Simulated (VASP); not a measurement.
# Ir (Fm-3m) in VASP: notebook

The runs below take Ir through single point, with LDA.

Program: VASP 6.6.1. These are calculated values, not measurements. Logs are shortened: lines on timing, memory, paths and dates and some standing lists are left out, and cuts for length are marked.

### Step 1. The cell of the first run

The structure is cubic, space group Fm-3m (No. 225). The conventional cell has a = 3.811 Å, b = 3.811 Å, c = 3.811 Å, α = 90.00°, β = 90.00°, γ = 90.00°. Ir (site symmetry m-3m) has 12 Ir at 2.69 Å within 3.6 Å.

### Step 2. Single point, LDA

INCAR reads:

```
ALGO     = Normal         # electronic algorithm
EDIFF    = 1E-6           # SCF threshold, eV
ENCUT    = 560            # plane-wave cutoff, eV
GGA      = CA             # functional
GGA_COMPAT= False        
ISIF     = 2              # what is computed and relaxed
ISMEAR   = -1             # smearing method
LASPH    = True           # aspherical terms in the spheres
LCHARG   = False          # write CHGCAR
LREAL    = False          # projectors in reciprocal space
LWAVE    = False          # write WAVECAR
NBANDS   = 14             # bands
NELM     = 120            # most SCF steps
PREC     = Accurate       # precision mode
SIGMA    = 0.05           # smearing width, eV
```

KPOINTS reads:

```
k-points
0
Gamma
  10 10 10
```

POSCAR reads:

```
Ir
1.0
    0.0000000000      1.9055973447      1.9055973447
    1.9055973447      0.0000000000      1.9055973447
    1.9055973447      1.9055973447      0.0000000000
Ir
1
Direct
    0.0000000000      0.0000000000      0.0000000000
```

Potentials or basis: VASP PAW LDA potentials, release 64 (Ir_sv_GW).

The run is started by

```console
$ cat potpaw_LDA.64/Ir_sv_GW/POTCAR > POTCAR
$ mpirun -np 1 vasp_std > vasp.out
```

OUTCAR:

```text
EDIFF = 1E-6
   ENCUT = 560
   GGA = CA
   ISIF = 2
   ISMEAR = -1
   LASPH = True
   LREAL = False
   NELM = 120
   PREC = Accurate

 ion  position               nearest neighbor table
   1  0.000  0.000  0.000-

  LATTYP: Found a face centered cubic cell.
 ALAT       =     3.8111946894

  Lattice vectors:

 A1 = (   0.0000000000,   1.9055973447,   1.9055973447)
 A2 = (   1.9055973447,   0.0000000000,   1.9055973447)
 A3 = (   1.9055973447,   1.9055973447,   0.0000000000)

Analysis of symmetry for initial positions (statically):
=====================================================================
 Subroutine PRICEL returns:
 Original cell was already a primitive cell.

 Routine SETGRP: Setting up the symmetry group for a
 face centered cubic supercell.

 Subroutine GETGRP returns: Found 48 space group operations
 (whereof 48 operations were pure point group operations)
 out of a pool of 48 trial point group operations.

The static configuration has the point symmetry O_h .

Analysis of symmetry for dynamics (positions and initial velocities):
=====================================================================
 Subroutine PRICEL returns:
 Original cell was already a primitive cell.

 Routine SETGRP: Setting up the symmetry group for a
 face centered cubic supercell.

 Subroutine GETGRP returns: Found 48 space group operations
 (whereof 48 operations were pure point group operations)
 out of a pool of 48 trial point group operations.

The dynamic configuration has the point symmetry O_h .

 Subroutine INISYM returns: Found 48 space group operations
 (whereof 48 operations are pure point group operations),
 and found     1 'primitive' translations

----------------------------------------------------------------------------------------

                                     Primitive cell

  volume of cell :      13.8396

  direct lattice vectors                    reciprocal lattice vectors
     0.000000000  1.905597345  1.905597345    -0.262384916  0.262384916  0.262384916
     1.905597345  0.000000000  1.905597345     0.262384916 -0.262384916  0.262384916
     1.905597345  1.905597345  0.000000000     0.262384916  0.262384916 -0.262384916

  length of vectors
     2.694921609  2.694921609  2.694921609     0.454464006  0.454464006  0.454464006

  position of ions in fractional coordinates (direct lattice)
     0.000000000  0.000000000  0.000000000

  ion indices of the primitive-cell ions
   primitive index   ion index
                 1           1

----------------------------------------------------------------------------------------

 KPOINTS: k-points

Automatic generation of k-mesh.
 Grid dimensions read from file:
 generate k-points for:   10   10   10

 Generating k-lattice:

  Cartesian coordinates                     Fractional coordinates (reciprocal lattice)
    -0.026238492  0.026238492  0.026238492     0.100000000  0.000000000  0.000000000
     0.026238492 -0.026238492  0.026238492     0.000000000  0.100000000  0.000000000
     0.026238492  0.026238492 -0.026238492     0.000000000  0.000000000  0.100000000

  Length of vectors
     0.045446401  0.045446401  0.045446401

  Shift w.r.t. Gamma in fractional coordinates (k-lattice)
     0.000000000  0.000000000  0.000000000

 Subroutine IBZKPT returns following result:
 ===========================================

 Found     47 irreducible k-points:

 Following reciprocal coordinates:
            Coordinates               Weight
  0.000000  0.000000  0.000000      1.000000
  0.100000  0.000000  0.000000      8.000000
  0.200000  0.000000  0.000000      8.000000
  0.300000  0.000000  0.000000      8.000000
  0.400000  0.000000  0.000000      8.000000
  0.500000  0.000000  0.000000      4.000000
[... 16 lines left out ...]
  0.300000  0.300000  0.000000      6.000000
  0.400000  0.300000  0.000000     24.000000
 [... further k-points ...]
   k-points           NKPTS =     47   k-points in BZ     NKDIM =     47   number of bands    NBANDS=     14
   number of dos      NEDOS =    301   number of ions     NIONS =      1
   total plane-waves  NPLWV =  13824
   dimension x,y,z NGX =    24 NGY =   24 NGZ =   24
   dimension x,y,z NGXF=    48 NGYF=   48 NGZF=   48
   ions per type =               1
   NGX,Y,Z   is equivalent  to a cutoff of  14.81, 14.81, 14.81 a.u.
   NGXF,Y,Z  is equivalent  to a cutoff of  29.61, 29.61, 29.61 a.u.
 SYSTEM =  unknown system
   PREC   = accura    normal or accurate (medium, high low for compatibility)
   ISTART =      0    job   : 0-new  1-cont  2-samecut
   ICHARG =      2    charge: 1-file 2-atom 10-const
   ISPIN  =      1    spin polarized calculation?
   LNONCOLLINEAR =      F non collinear calculations
   LSORBIT =      F    spin-orbit coupling
   LASPH  =      T    aspherical Exc in radial PAW
   ENCUT  =  560.0 eV  41.16 Ry    6.42 a.u.   5.20  5.20  5.20*2*pi/ulx,y,z
   NELM   =    120;   NELMIN=  2; NELMDL= -5     # of ELM steps
   EDIFF  = 0.1E-05   stopping-criterion for ELM
   LREAL  =      F    real-space projection
   EDIFFG = 0.1E-04   stopping-criterion for IOM
   NSW    =      0    number of steps for IOM
   IBRION =     -1    ionic relax: 0-MD 1-quasi-New 2-CG
   NFREE  =      0    steps in history (QN), initial steepest desc. (CG)
   ISIF   =      2    stress and relaxation
   ISYM   =      2    0-nonsym 1-usesym 2-fastsym
   POTIM  = 0.5000    time-step for ionic-motion
   TEBEG  =    0.0;   TEEND  =   0.0 temperature during run
   PSTRESS=    0.0 pullay stress
   NELECT =      17.0000    total number of electrons
   NUPDOWN=      -1.0000    fix difference up-down
   EMIN   =  10.00;   EMAX   =-10.00  energy-range for DOS
   EFERMI =   0.00;   METHOD = LEGACY
   ISMEAR =    -1;   SIGMA  =   0.05  broadening in eV -4-tet -1-fermi 0-gaus
   EFERMI_NEDOS =   21; number of points for ismear=-14 and -15
   IALGO  =     38    algorithm
   IMIX   =      4    mixing-type and parameters
     AMIX     =   0.40;   BMIX     =  1.00
     AMIX_MAG =   1.60;   BMIX_MAG =  1.00
  volume/ion in A,a.u.               =      13.84        93.39
  Fermi-wavevector in a.u.,A,eV,Ry     =   1.753275  3.313209 41.823937  3.073973
  Thomas-Fermi vector in A             =   2.823442
   LORBIT       =      0    0 simple, 1 ext, 2 COOP (PROOUT), +10 PAW based schemes
   GGA     = CA    functional components
   LHFCALC =     F    Hartree Fock is set to
   AEXX    =    0.0000 exact exchange contribution
   IVDW    =     0    specifies the selected vdW correction
   LEPSILON=     F    determine dielectric tensor
   LRPA    =     F    only Hartree local field effects (RPA)
 non-spin polarized calculation
  energy-cutoff  :      560.00
  volume of cell :       13.84
 maximum number of plane-waves:       444
 NGX is ok and might be reduce to    24
   NGX = 11   NGY = 11   NGZ = 11

 number of electron      17.0000000 magnetization

 Free energy of the ion-electron system (eV)
  ---------------------------------------------------
  ext. energy  EPLUGINS =         0.00000000
  ---------------------------------------------------
  free energy    TOTEN  =       -10.91304522 eV

  energy without entropy =      -10.90427504  energy(sigma->0) =      -10.90866013

 E-fermi :  13.1674     XC(G=0): -14.9249

 val. band max:       13.1407873137   @ k =  -0.3000   0.3000   0.1000
 cond. band min:      13.1924029820   @ k =  -0.4000   0.5000   0.1000
 fundamental gap:      0.0516156684
 Fermi energy:        13.1674361912

 k-point     1 :       0.0000    0.0000    0.0000
  band No.  band energies     occupation
      1     -79.5152      2.00000
      2     -36.1553      2.00000
      3     -36.1553      2.00000
      4     -36.1553      2.00000
      5       1.7698      2.00000
      6       9.0481      2.00000
      7       9.0481      2.00000
      8       9.0481      2.00000
      9      11.8724      2.00000
     10      11.8724      2.00000
     11      26.6675      0.00000
     12      32.2722      0.00000
     13      32.2722      0.00000
     14      32.2722      0.00000

 k-point     2 :       0.1000    0.0000    0.0000
  band No.  band energies     occupation
      1     -79.5085      2.00000
      2     -36.2417      2.00000
      3     -36.1670      2.00000
      4     -36.1670      2.00000
      5       2.2206      2.00000
      6       8.8187      2.00000
      7       9.2343      2.00000
      8       9.2343      2.00000
      9      11.7566      2.00000
     10      11.7566      2.00000
     11      27.4406      0.00000
     12      30.5968      0.00000
     13      33.0392      0.00000
     14      33.0392      0.00000

 k-point     3 :       0.2000    0.0000    0.0000
  band No.  band energies     occupation
      1     -79.4896      2.00000
      2     -36.4623      2.00000
      3     -36.1974      2.00000
      4     -36.1974      2.00000
      5       3.3816      2.00000
      6       8.4742      2.00000
      7       9.5219      2.00000
      8       9.5219      2.00000
      9      11.7630      2.00000
     10      11.7630      2.00000
     11      27.8519      0.00000
     12      29.2764      0.00000
     13      35.1522      0.00000
     14      35.1522      0.00000
[... 324 lines left out ...]
 k-point    23 :       0.3000    0.3000    0.0000
  band No.  band energies     occupation
      1     -79.4515      2.00000
      2     -36.7033      2.00000
      3     -36.3668      2.00000
      4     -36.3668      2.00000
      5       5.3099      2.00000
      6       6.4953      2.00000
      7      10.2648      2.00000
      8      11.9528      2.00000
      9      11.9528      2.00000
     10      13.2038      0.65174
     11      29.5525      0.00000
     12      29.5525      0.00000
     13      30.7940      0.00000
     14      33.9899      0.00000

 k-point    24 :       0.4000    0.3000    0.0000
  band No.  band energies     occupation
      1     -79.4360      2.00000
      2     -36.8174      2.00000
      3     -36.4292      2.00000
      4     -36.4022      2.00000
      5       5.5743      2.00000
      6       6.2762      2.00000
      7      10.3672      2.00000
      8      12.1947      2.00000
      9      13.9144      0.00000
     10      13.9385      0.00000
     11      26.0088      0.00000
     12      28.1854      0.00000
     13      29.3549      0.00000
     14      34.2700      0.00000

 [... further k-points ...]

------------------------ aborting loop because EDIFF is reached ----------------------------------------

  FORCE on cell =-STRESS in cart. coord.  units (eV):
  Direction    XX          YY          ZZ          XY          YZ          ZX
  --------------------------------------------------------------------------------------
  -------------------------------------------------------------------------------------
  Total       -0.0292703     -0.0292703     -0.0292703      0.0000000     -0.0000000      0.0000000
  in kB       -3.3885561     -3.3885561     -3.3885561      0.0000000     -0.0000000      0.0000000
  external PRESSURE =      -3.3885561 kB  Pullay stress =       0.0000000 kB

 VOLUME and BASIS-vectors are now :
 -----------------------------------------------------------------------------
  energy-cutoff  :      560.00
  volume of cell :       13.84
      direct lattice vectors                 reciprocal lattice vectors
     0.000000000  1.905597345  1.905597345    -0.262384916  0.262384916  0.262384916
     1.905597345  0.000000000  1.905597345     0.262384916 -0.262384916  0.262384916
     1.905597345  1.905597345  0.000000000     0.262384916  0.262384916 -0.262384916

 POSITION                                       TOTAL-FORCE (eV/Angst)
 -----------------------------------------------------------------------------------
      0.00000      0.00000      0.00000        -0.000000      0.000000      0.000000
 -----------------------------------------------------------------------------------
    total drift:                               -0.000000     -0.000000     -0.000000

  FREE ENERGIE OF THE ION-ELECTRON SYSTEM (eV)
  ---------------------------------------------------
  free  energy   TOTEN  =       -10.9130452167 eV

  energy  without entropy=      -10.9042750356  energy(sigma->0) =      -10.90866013
```

Run time: 9.3 s. Hardware: 1 thread of AMD EPYC 7R13 (Zen 3), shared host; peak memory 0.11 GiB.

What came out:

```
Free energy            : -10.9130 eV
Pressure               : -0.3 GPa
Band gap on the k mesh : zero (an odd number of electrons rules out a gap without spin polarisation)
```

Caveat: spin-orbit coupling is left out, which moves the levels of the heavy elements.

### Step 3. Single point, LDA

This run uses another cell than the first one, of 13.98 Å³/atom.

INCAR reads:

```
  ALGO = Normal
  EDIFF = 1E-6
  ENCUT = 560
  GGA = CA
  GGA_COMPAT = F
  ISIF = 2
  ISMEAR = -1
  LASPH = T
  LCHARG = F
  LREAL = F
  LWAVE = F
  NBANDS = 14
  NELM = 120
  PREC = Accurate
  SIGMA = 0.05
```

KPOINTS is that of step 2.

POSCAR reads:

```
Ir
1.0
    0.0000000000      1.9119282794      1.9119282794
    1.9119282794      0.0000000000      1.9119282794
    1.9119282794      1.9119282794      0.0000000000
Ir
1
Direct
    0.0000000000      0.0000000000      0.0000000000
```

Potentials or basis: VASP PAW LDA potentials, release 64 (Ir_sv_GW).

The run is started by

```console
$ cat potpaw_LDA.64/Ir_sv_GW/POTCAR > POTCAR
$ mpirun -np 1 vasp_std > vasp.out
```

It took 8.4 s on 1 thread of Intel Xeon Platinum 8375C at 2.90GHz (Ice Lake), shared host; peak memory 0.14 GiB.

The run converged. Its results:

| Quantity | Value |
| --- | --- |
| Free energy | -10.9125 eV |
| Pressure | -4.3 GPa |
| Band gap on the k mesh | zero (an odd number of electrons rules out a gap without spin polarisation) |

Levels at points of the mesh, in eV from the Fermi level:
```csv
k point,band 6,band 7,band 8,band 9,band 10,band 11
"(0.00, 0.00, 0.00)",-4.06,-4.06,-4.06,-1.28,-1.28,13.53
"(0.50, 0.00, 0.00)",-4.15,-4.15,-0.81,0.85,0.85,7.33
"(0.50, 0.50, 0.00)",-7.57,0.85,1.44,1.44,1.66,10.64
```

Caveat: the cell stands under tension; spin-orbit coupling is left out, which moves the levels of the heavy elements.

The gap in the log of VASP goes by the Fermi energy; the results here count the filled bands.